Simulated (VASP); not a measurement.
# CsI (Pm-3m) in VASP: single point with PBE

Aim: the single point of CsI with PBE.

Everything below comes from runs of VASP 6.6.1. Logs are shortened: lines on timing, memory, paths and dates and some standing lists are left out, and cuts for length are marked.

## Step 1: The cell of the first run

It takes space group Pm-3m (No. 221, cubic). The conventional cell has a = 4.712 Å, b = 4.712 Å, c = 4.712 Å, α = 90.00°, β = 90.00°, γ = 90.00°. Cs (site symmetry m-3m) has 8 I at 4.08 Å and 6 Cs at 4.71 Å within 5.4 Å. I (site symmetry m-3m) has 8 Cs at 4.08 Å and 6 I at 4.71 Å within 5.4 Å.

## Step 2: Single point, PBE (volume scaled by 1.03)

File INCAR:

```
SYSTEM = CsI
ALGO     = Normal         ! electronic algorithm
EDIFF    = 1E-6           ! SCF threshold, eV
ENCUT    = 500            ! plane-wave cutoff, eV
GGA      = PE             ! functional
GGA_COMPAT= .False.      
ISIF     = 2              ! what is computed and relaxed
ISMEAR   = 0              ! smearing method
LASPH    = .True.         ! aspherical terms in the spheres
LCHARG   = .False.        ! write CHGCAR
LREAL    = .False.        ! projectors in reciprocal space
LWAVE    = .False.        ! write WAVECAR
NBANDS   = 15             ! bands
NELM     = 120            ! most SCF steps
PREC     = Accurate       ! precision mode
SIGMA    = 0.02           ! smearing width, eV
```

File KPOINTS:

```
k-points
0
Gamma
  6 6 6
  0 0 0
```

File POSCAR:

```
CsI
1.0
    4.7122167296      0.0000000000      0.0000000000
    0.0000000000      4.7122167296      0.0000000000
    0.0000000000      0.0000000000      4.7122167296
Cs I
1 1
Direct
    0.0000000000      0.0000000000      0.0000000000
    0.5000000000      0.5000000000      0.5000000000
```

Potentials or basis: VASP PAW PBE potentials, release 64 (Cs_sv, I).

Command:

```bash
$ cat potpaw_PBE.64/Cs_sv/POTCAR potpaw_PBE.64/I/POTCAR > POTCAR
$ mpirun -np 1 vasp_std > vasp.out
```

OUTCAR:

```text
SYSTEM = CsI
   EDIFF = 1E-6
   ENCUT = 500
   GGA = PE
   ISIF = 2
   ISMEAR = 0
   LASPH = .True.
   LREAL = .False.
   NELM = 120
   PREC = Accurate

 ion  position               nearest neighbor table
   1  0.000  0.000  0.000-
   2  0.500  0.500  0.500-

  LATTYP: Found a simple cubic cell.
 ALAT       =     4.7122167296

  Lattice vectors:

 A1 = (   4.7122167296,   0.0000000000,   0.0000000000)
 A2 = (   0.0000000000,   4.7122167296,   0.0000000000)
 A3 = (   0.0000000000,   0.0000000000,   4.7122167296)

Analysis of symmetry for initial positions (statically):
=====================================================================
 Subroutine PRICEL returns:
 Original cell was already a primitive cell.

 Routine SETGRP: Setting up the symmetry group for a
 simple cubic supercell.

 Subroutine GETGRP returns: Found 48 space group operations
 (whereof 48 operations were pure point group operations)
 out of a pool of 48 trial point group operations.

The static configuration has the point symmetry O_h .

Analysis of symmetry for dynamics (positions and initial velocities):
=====================================================================
 Subroutine PRICEL returns:
 Original cell was already a primitive cell.

 Routine SETGRP: Setting up the symmetry group for a
 simple cubic supercell.

 Subroutine GETGRP returns: Found 48 space group operations
 (whereof 48 operations were pure point group operations)
 out of a pool of 48 trial point group operations.

The dynamic configuration has the point symmetry O_h .

 Subroutine INISYM returns: Found 48 space group operations
 (whereof 48 operations are pure point group operations),
 and found     1 'primitive' translations

----------------------------------------------------------------------------------------

                                     Primitive cell

  volume of cell :     104.6347

  direct lattice vectors                    reciprocal lattice vectors
     4.712216730  0.000000000  0.000000000     0.212214348  0.000000000  0.000000000
     0.000000000  4.712216730  0.000000000     0.000000000  0.212214348  0.000000000
     0.000000000  0.000000000  4.712216730     0.000000000  0.000000000  0.212214348

  length of vectors
     4.712216730  4.712216730  4.712216730     0.212214348  0.212214348  0.212214348

  position of ions in fractional coordinates (direct lattice)
     0.000000000  0.000000000  0.000000000
     0.500000000  0.500000000  0.500000000

[... 80 lines left out ...]
   TEBEG  =    0.0;   TEEND  =   0.0 temperature during run
   PSTRESS=    0.0 pullay stress
   NELECT =      16.0000    total number of electrons
   NUPDOWN=      -1.0000    fix difference up-down
   EMIN   =  10.00;   EMAX   =-10.00  energy-range for DOS
   EFERMI =   0.00;   METHOD = LEGACY
   ISMEAR =     0;   SIGMA  =   0.02  broadening in eV -4-tet -1-fermi 0-gaus
   EFERMI_NEDOS =   21; number of points for ismear=-14 and -15
   IALGO  =     38    algorithm
   IMIX   =      4    mixing-type and parameters
     AMIX     =   0.40;   BMIX     =  1.00
     AMIX_MAG =   1.60;   BMIX_MAG =  1.00
  volume/ion in A,a.u.               =      52.32       353.05
  Fermi-wavevector in a.u.,A,eV,Ry     =   0.875433  1.654328 10.427272  0.766383
  Thomas-Fermi vector in A             =   1.995103
   LORBIT       =      0    0 simple, 1 ext, 2 COOP (PROOUT), +10 PAW based schemes
   GGA     = PE    functional components
   LHFCALC =     F    Hartree Fock is set to
   AEXX    =    0.0000 exact exchange contribution
   IVDW    =     0    specifies the selected vdW correction
   LEPSILON=     F    determine dielectric tensor
   LRPA    =     F    only Hartree local field effects (RPA)
 non-spin polarized calculation
 Gauss-broadening in eV      SIGMA  =   0.02
  energy-cutoff  :      500.00
  volume of cell :      104.63
 maximum number of plane-waves:      2680
 NGX is ok and might be reduce to    36
   NGX = 17   NGY = 17   NGZ = 17

 number of electron      15.9999995 magnetization

 Free energy of the ion-electron system (eV)
  ---------------------------------------------------
  ext. energy  EPLUGINS =         0.00000000
  ---------------------------------------------------
  free energy    TOTEN  =        -5.44081503 eV

  energy without entropy =       -5.44081503  energy(sigma->0) =       -5.44081503

 E-fermi :   0.4550     XC(G=0):  -7.3732

 val. band max:        0.2867891580   @ k =   0.5000   0.5000   0.0000
 cond. band min:       3.8792057566   @ k =   0.0000   0.0000   0.0000
 fundamental gap:      3.5924165986
 Fermi energy:         0.4549722007

 k-point     1 :       0.0000    0.0000    0.0000
  band No.  band energies     occupation
      1     -20.2367      2.00000
      2     -10.2356      2.00000
      3      -6.9481      2.00000
      4      -6.9481      2.00000
      5      -6.9481      2.00000
      6       0.1885      2.00000
      7       0.1885      2.00000
      8       0.1885      2.00000
      9       3.8792      0.00000
     10       4.5894      0.00000
     11       4.5894      0.00000
     12       7.8386      0.00000
     13       7.8386      0.00000
     14       7.8386      0.00000
[... 329 lines left out ...]
      2     -10.0258      2.00000
      3      -7.1409      2.00000
      4      -7.1409      2.00000
      5      -7.1409      2.00000
      6      -0.8068      2.00000
      7      -0.8068      2.00000
      8      -0.8068      2.00000
      9       7.1732      0.00000
     10       7.1732      0.00000
     11       7.1732      0.00000
     12       7.7251      0.00000
     13       7.7251      0.00000
     14       7.7251      0.00000
     15       9.6004      0.00000

------------------------ aborting loop because EDIFF is reached ----------------------------------------

  FORCE on cell =-STRESS in cart. coord.  units (eV):
  Direction    XX          YY          ZZ          XY          YZ          ZX
  --------------------------------------------------------------------------------------
  -------------------------------------------------------------------------------------
  Total       -0.1619820     -0.1619820     -0.1619820      0.0000000      0.0000000      0.0000000
  in kB       -2.4802844     -2.4802844     -2.4802844      0.0000000      0.0000000      0.0000000
  external PRESSURE =      -2.4802844 kB  Pullay stress =       0.0000000 kB

 VOLUME and BASIS-vectors are now :
 -----------------------------------------------------------------------------
  energy-cutoff  :      500.00
  volume of cell :      104.63
      direct lattice vectors                 reciprocal lattice vectors
     4.712216730  0.000000000  0.000000000     0.212214348  0.000000000  0.000000000
     0.000000000  4.712216730  0.000000000     0.000000000  0.212214348  0.000000000
     0.000000000  0.000000000  4.712216730     0.000000000  0.000000000  0.212214348

 POSITION                                       TOTAL-FORCE (eV/Angst)
 -----------------------------------------------------------------------------------
      0.00000      0.00000      0.00000         0.000000      0.000000      0.000000
      2.35611      2.35611      2.35611         0.000000      0.000000      0.000000
 -----------------------------------------------------------------------------------
    total drift:                               -0.000000      0.000000      0.000000

  FREE ENERGIE OF THE ION-ELECTRON SYSTEM (eV)
  ---------------------------------------------------
  free  energy   TOTEN  =        -5.4408150349 eV

  energy  without entropy=       -5.4408150349  energy(sigma->0) =       -5.44081503
```

Wall time 39 s (1 thread of Intel Xeon 8259CL, shared host); peak memory 0.21 GiB.

What came out:

- Free energy: -5.4408 eV
- Pressure: -0.2 GPa
- Band gap on the k mesh: 3.59 eV, indirect (least direct gap 3.69 eV)

Caveat: spin-orbit coupling is left out, which moves the levels of the heavy elements. A k mesh can miss the band edges.
